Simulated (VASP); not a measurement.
# Lu4C3 (Pm-3m) in VASP: single point with PBE

Aim: the single point of Lu4C3 with PBE.

Program: VASP 6.6.1. These are calculated values, not measurements. Logs are shortened: lines on timing, memory, paths and dates and some standing lists are left out, and cuts for length are marked.

### 1 The cell of the first run

It takes space group Pm-3m (No. 221, cubic). Conventional cell: a = 5.187 Å, b = 5.187 Å, c = 5.187 Å, α = 90.00°, β = 90.00°, γ = 90.00°. Lu (site symmetry 4/mmm) has 4 C at 2.59 Å within 3.4 Å. Within 3.4 Å of Lu (site symmetry m-3m) lie 6 C at 2.59 Å. Within 3.4 Å of C (site symmetry 4/mmm) lie 6 Lu at 2.59 Å.

The cell was built from a structure type or drawn by symmetry, and may not be a known phase.

### 2 Single point, PBE

INCAR reads:

```
SYSTEM = Lu4C3
ALGO = Normal ; EDIFF = 1E-6
ENCUT = 520 ; GGA = PE
ISIF = 2 ; ISMEAR = 0
LASPH = .True. ; LCHARG = .False.
LREAL = .False. ; LWAVE = .False.
NBANDS = 65 ; NELM = 80
PREC = Accurate ; SIGMA = 0.1
```

KPOINTS reads:

```
k-points
0
Gamma
  4 4 4
  0 0 0
```

POSCAR reads:

```
Lu4C3
1.0
    5.1866818800      0.0000000000      0.0000000000
    0.0000000000      5.1866818800      0.0000000000
    0.0000000000      0.0000000000      5.1866818800
Lu C
4 3
Direct
    0.5000000000      0.0000000000      0.0000000000
    0.0000000000      0.5000000000      0.0000000000
    0.0000000000      0.0000000000      0.5000000000
    0.5000000000      0.5000000000      0.5000000000
    0.0000000000      0.5000000000      0.5000000000
    0.5000000000      0.0000000000      0.5000000000
    0.5000000000      0.5000000000      0.0000000000
```

Potentials or basis: VASP PAW PBE potentials, release 64 (Lu, C).

Command:

```bash
$ cat potpaw_PBE.64/Lu/POTCAR potpaw_PBE.64/C/POTCAR > POTCAR
$ mpirun -np 1 vasp_std > vasp.out
```

OUTCAR:

```text
SYSTEM = Lu4C3
   EDIFF = 1E-6
   ENCUT = 520
   GGA = PE
   ISIF = 2
   ISMEAR = 0
   LASPH = .True.
   LREAL = .False.
   NELM = 80
   PREC = Accurate

 ion  position               nearest neighbor table
   1  0.500  0.000  0.000-   6 2.59   7 2.59   6 2.59   7 2.59   3 3.67   3 3.67   4 3.67   4 3.67
                             2 3.67   4 3.67   2 3.67   4 3.67   2 3.67   3 3.67   3 3.67   2 3.67
   2  0.000  0.500  0.000-   5 2.59   7 2.59   5 2.59   7 2.59   3 3.67   3 3.67   4 3.67   4 3.67
                             1 3.67   3 3.67   3 3.67   1 3.67   4 3.67   1 3.67   4 3.67   1 3.67
   3  0.000  0.000  0.500-   5 2.59   6 2.59   5 2.59   6 2.59   2 3.67   1 3.67   2 3.67   2 3.67
                             4 3.67   4 3.67   2 3.67   1 3.67   4 3.67   1 3.67   1 3.67   4 3.67
   4  0.500  0.500  0.500-   5 2.59   6 2.59   7 2.59   7 2.59   6 2.59   5 2.59   1 3.67   2 3.67
                             1 3.67   1 3.67   3 3.67   2 3.67   1 3.67   2 3.67   3 3.67   3 3.67
   5  0.000  0.500  0.500-   2 2.59   3 2.59   4 2.59   2 2.59   3 2.59   4 2.59
   6  0.500  0.000  0.500-   1 2.59   3 2.59   4 2.59   1 2.59   4 2.59   3 2.59
   7  0.500  0.500  0.000-   1 2.59   2 2.59   4 2.59   4 2.59   1 2.59   2 2.59

  LATTYP: Found a simple cubic cell.
 ALAT       =     5.1866818800

  Lattice vectors:

 A1 = (   5.1866818800,   0.0000000000,   0.0000000000)
 A2 = (   0.0000000000,   5.1866818800,   0.0000000000)
 A3 = (   0.0000000000,   0.0000000000,   5.1866818800)

Analysis of symmetry for initial positions (statically):
=====================================================================
 Subroutine PRICEL returns:
 Original cell was already a primitive cell.

 Routine SETGRP: Setting up the symmetry group for a
 simple cubic supercell.

 Subroutine GETGRP returns: Found 48 space group operations
 (whereof 48 operations were pure point group operations)
 out of a pool of 48 trial point group operations.

The static configuration has the point symmetry O_h .

Analysis of symmetry for dynamics (positions and initial velocities):
=====================================================================
 Subroutine PRICEL returns:
 Original cell was already a primitive cell.

 Routine SETGRP: Setting up the symmetry group for a
 simple cubic supercell.

 Subroutine GETGRP returns: Found 48 space group operations
 (whereof 48 operations were pure point group operations)
 out of a pool of 48 trial point group operations.

The dynamic configuration has the point symmetry O_h .

 Subroutine INISYM returns: Found 48 space group operations
 (whereof 48 operations are pure point group operations),
 and found     1 'primitive' translations

----------------------------------------------------------------------------------------

                                     Primitive cell

  volume of cell :     139.5304

  direct lattice vectors                    reciprocal lattice vectors
     5.186681880  0.000000000  0.000000000     0.192801491  0.000000000  0.000000000
     0.000000000  5.186681880  0.000000000     0.000000000  0.192801491  0.000000000
     0.000000000  0.000000000  5.186681880     0.000000000  0.000000000  0.192801491

  length of vectors
     5.186681880  5.186681880  5.186681880     0.192801491  0.192801491  0.192801491

  position of ions in fractional coordinates (direct lattice)
     0.500000000  0.000000000  0.000000000
     0.000000000  0.500000000  0.000000000
     0.000000000  0.000000000  0.500000000
     0.500000000  0.500000000  0.500000000
     0.000000000  0.500000000  0.500000000
     0.500000000  0.000000000  0.500000000
     0.500000000  0.500000000  0.000000000

  ion indices of the primitive-cell ions
   primitive index   ion index
                 1           1
                 2           2
                 3           3
                 4           4
                 5           5
                 6           6
                 7           7

----------------------------------------------------------------------------------------

 KPOINTS: k-points

Automatic generation of k-mesh.
 Grid dimensions read from file:
 generate k-points for:    4    4    4

 Generating k-lattice:

  Cartesian coordinates                     Fractional coordinates (reciprocal lattice)
     0.048200373  0.000000000  0.000000000     0.250000000  0.000000000  0.000000000
     0.000000000  0.048200373  0.000000000     0.000000000  0.250000000  0.000000000
     0.000000000  0.000000000  0.048200373     0.000000000  0.000000000  0.250000000

  Length of vectors
     0.048200373  0.048200373  0.048200373

  Shift w.r.t. Gamma in fractional coordinates (k-lattice)
     0.000000000  0.000000000  0.000000000

 Subroutine IBZKPT returns following result:
 ===========================================

 Found     10 irreducible k-points:

 Following reciprocal coordinates:
            Coordinates               Weight
  0.000000  0.000000  0.000000      1.000000
  0.250000  0.000000  0.000000      6.000000
  0.500000  0.000000  0.000000      3.000000
  0.250000  0.250000  0.000000     12.000000
  0.500000  0.250000  0.000000     12.000000
  0.500000  0.500000  0.000000      3.000000
  0.250000  0.250000  0.250000      8.000000
  0.500000  0.250000  0.250000     12.000000
  0.500000  0.500000  0.250000      6.000000
  0.500000  0.500000  0.500000      1.000000
   k-points           NKPTS =     10   k-points in BZ     NKDIM =     10   number of bands    NBANDS=     65
   number of dos      NEDOS =    301   number of ions     NIONS =      7
   total plane-waves  NPLWV =  64000
   dimension x,y,z NGX =    40 NGY =   40 NGZ =   40
   dimension x,y,z NGXF=    80 NGYF=   80 NGZF=   80
   ions per type =               4   3
   NGX,Y,Z   is equivalent  to a cutoff of  12.82, 12.82, 12.82 a.u.
   NGXF,Y,Z  is equivalent  to a cutoff of  25.64, 25.64, 25.64 a.u.
 SYSTEM =  Lu4C3
   PREC   = accura    normal or accurate (medium, high low for compatibility)
   ISTART =      0    job   : 0-new  1-cont  2-samecut
   ICHARG =      2    charge: 1-file 2-atom 10-const
   ISPIN  =      1    spin polarized calculation?
   LNONCOLLINEAR =      F non collinear calculations
   LSORBIT =      F    spin-orbit coupling
   LASPH  =      T    aspherical Exc in radial PAW
   ENCUT  =  520.0 eV  38.22 Ry    6.18 a.u.   9.64  9.64  9.64*2*pi/ulx,y,z
   NELM   =     80;   NELMIN=  2; NELMDL= -5     # of ELM steps
   EDIFF  = 0.1E-05   stopping-criterion for ELM
   LREAL  =      F    real-space projection
   EDIFFG = 0.1E-04   stopping-criterion for IOM
   NSW    =      0    number of steps for IOM
   IBRION =     -1    ionic relax: 0-MD 1-quasi-New 2-CG
   NFREE  =      0    steps in history (QN), initial steepest desc. (CG)
   ISIF   =      2    stress and relaxation
   ISYM   =      2    0-nonsym 1-usesym 2-fastsym
   POTIM  = 0.5000    time-step for ionic-motion
   TEBEG  =    0.0;   TEEND  =   0.0 temperature during run
   PSTRESS=    0.0 pullay stress
   NELECT =     112.0000    total number of electrons
   NUPDOWN=      -1.0000    fix difference up-down
   EMIN   =  10.00;   EMAX   =-10.00  energy-range for DOS
   EFERMI =   0.00;   METHOD = LEGACY
   ISMEAR =     0;   SIGMA  =   0.10  broadening in eV -4-tet -1-fermi 0-gaus
   EFERMI_NEDOS =   21; number of points for ismear=-14 and -15
   IALGO  =     38    algorithm
   IMIX   =      4    mixing-type and parameters
     AMIX     =   0.40;   BMIX     =  1.00
     AMIX_MAG =   1.60;   BMIX_MAG =  1.00
  volume/ion in A,a.u.               =      19.93       134.51
  Fermi-wavevector in a.u.,A,eV,Ry     =   1.521451  2.875125 31.494934  2.314812
  Thomas-Fermi vector in A             =   2.630164
   LORBIT       =      0    0 simple, 1 ext, 2 COOP (PROOUT), +10 PAW based schemes
   GGA     = PE    functional components
   LHFCALC =     F    Hartree Fock is set to
   AEXX    =    0.0000 exact exchange contribution
   IVDW    =     0    specifies the selected vdW correction
   LEPSILON=     F    determine dielectric tensor
   LRPA    =     F    only Hartree local field effects (RPA)
 non-spin polarized calculation
 Gauss-broadening in eV      SIGMA  =   0.10
  energy-cutoff  :      520.00
  volume of cell :      139.53
 maximum number of plane-waves:      3840
 NGX is ok and might be reduce to    40
   NGX = 19   NGY = 19   NGZ = 19

 number of electron     111.9999993 magnetization

 Free energy of the ion-electron system (eV)
  ---------------------------------------------------
  ext. energy  EPLUGINS =         0.00000000
  ---------------------------------------------------
  free energy    TOTEN  =       -46.10698950 eV

  energy without entropy =      -46.06834446  energy(sigma->0) =      -46.08766698

 E-fermi :   1.8497     XC(G=0): -10.8217

 val. band max:        1.8484483419   @ k =   0.2500   0.0000   0.0000
 cond. band min:       1.8978351970   @ k =   0.2500   0.2500   0.0000
 fundamental gap:      0.0493868552
 Fermi energy:         1.8496537967

 k-point     1 :       0.0000    0.0000    0.0000
  band No.  band energies     occupation
      1     -53.6383      2.00000
      2     -53.6255      2.00000
      3     -53.6255      2.00000
      4     -52.8207      2.00000
      5     -24.5375      2.00000
      6     -24.5375      2.00000
[... 57 lines left out ...]
     64       6.5447      0.00000
     65       6.5447      0.00000

 k-point     2 :       0.2500    0.0000    0.0000
  band No.  band energies     occupation
      1     -53.6367      2.00000
      2     -53.6272      2.00000
      3     -53.6255      2.00000
      4     -52.8208      2.00000
      5     -24.5311      2.00000
      6     -24.5311      2.00000
[... 57 lines left out ...]
     64       5.5972      0.00000
     65       6.7254      0.00000

 k-point     3 :       0.5000    0.0000    0.0000
  band No.  band energies     occupation
      1     -53.6340      2.00000
      2     -53.6298      2.00000
      3     -53.6255      2.00000
      4     -52.8208      2.00000
      5     -24.5244      2.00000
      6     -24.5244      2.00000
[... 465 lines left out ...]
     64       6.9283      0.00000
     65       7.2279      0.00000

 k-point    10 :       0.5000    0.5000    0.5000
  band No.  band energies     occupation
      1     -53.6298      2.00000
      2     -53.6298      2.00000
      3     -53.6298      2.00000
      4     -52.8208      2.00000
      5     -24.6664      2.00000
      6     -24.4374      2.00000
[... 57 lines left out ...]
     64       7.7043      0.00000
     65       7.9136      0.00000

------------------------ aborting loop because EDIFF is reached ----------------------------------------

  FORCE on cell =-STRESS in cart. coord.  units (eV):
  Direction    XX          YY          ZZ          XY          YZ          ZX
  --------------------------------------------------------------------------------------
  -------------------------------------------------------------------------------------
  Total      -12.5129169    -12.5129169    -12.5129169      0.0000000      0.0000000     -0.0000000
  in kB     -143.6813199   -143.6813199   -143.6813199      0.0000000      0.0000000     -0.0000000
  external PRESSURE =    -143.6813199 kB  Pullay stress =       0.0000000 kB

 VOLUME and BASIS-vectors are now :
 -----------------------------------------------------------------------------
  energy-cutoff  :      520.00
  volume of cell :      139.53
      direct lattice vectors                 reciprocal lattice vectors
     5.186681880  0.000000000  0.000000000     0.192801491  0.000000000  0.000000000
     0.000000000  5.186681880  0.000000000     0.000000000  0.192801491  0.000000000
     0.000000000  0.000000000  5.186681880     0.000000000  0.000000000  0.192801491

 POSITION                                       TOTAL-FORCE (eV/Angst)
 -----------------------------------------------------------------------------------
      2.59334      0.00000      0.00000         0.000000      0.000000      0.000000
      0.00000      2.59334      0.00000         0.000000      0.000000      0.000000
      0.00000      0.00000      2.59334         0.000000      0.000000      0.000000
      2.59334      2.59334      2.59334         0.000000      0.000000      0.000000
      0.00000      2.59334      2.59334         0.000000      0.000000      0.000000
      2.59334      0.00000      2.59334         0.000000      0.000000      0.000000
      2.59334      2.59334      0.00000         0.000000      0.000000      0.000000
 -----------------------------------------------------------------------------------
    total drift:                               -0.000000      0.000000     -0.000000

  FREE ENERGIE OF THE ION-ELECTRON SYSTEM (eV)
  ---------------------------------------------------
  free  energy   TOTEN  =       -46.1069895038 eV

  energy  without entropy=      -46.0683444621  energy(sigma->0) =      -46.08766698
```

It took 2 min on 1 thread of Intel Xeon Platinum 8559C (Emerald Rapids), shared host; peak memory 0.27 GiB.

Results:

```yaml
Free_energy: -46.1070 eV
Pressure: -14.4 GPa
Band_gap_on_the_k_mesh: zero (bands 56 and 57 overlap by 0.91 eV)
```

Levels at points of the mesh, in eV from the Fermi level:
```
           k point  band 53  band 54  band 55  band 56  band 57  band 58  band 59  band 60
(0.00, 0.00, 0.00)     0.48     0.48     0.63     0.63     0.63     1.27     1.27     1.27
(0.50, 0.00, 0.00)    -0.64    -0.64    -0.39     0.67     0.67     1.35     1.69     2.07
(0.50, 0.50, 0.00)    -0.88    -0.81    -0.78    -0.59     0.15     1.19     1.92     1.92
(0.50, 0.50, 0.50)    -1.04    -1.04    -0.84    -0.84     0.43     1.68     1.68     1.68
```

Caveat: the cell stands under tension; spin-orbit coupling is left out, which moves the levels of the heavy elements.
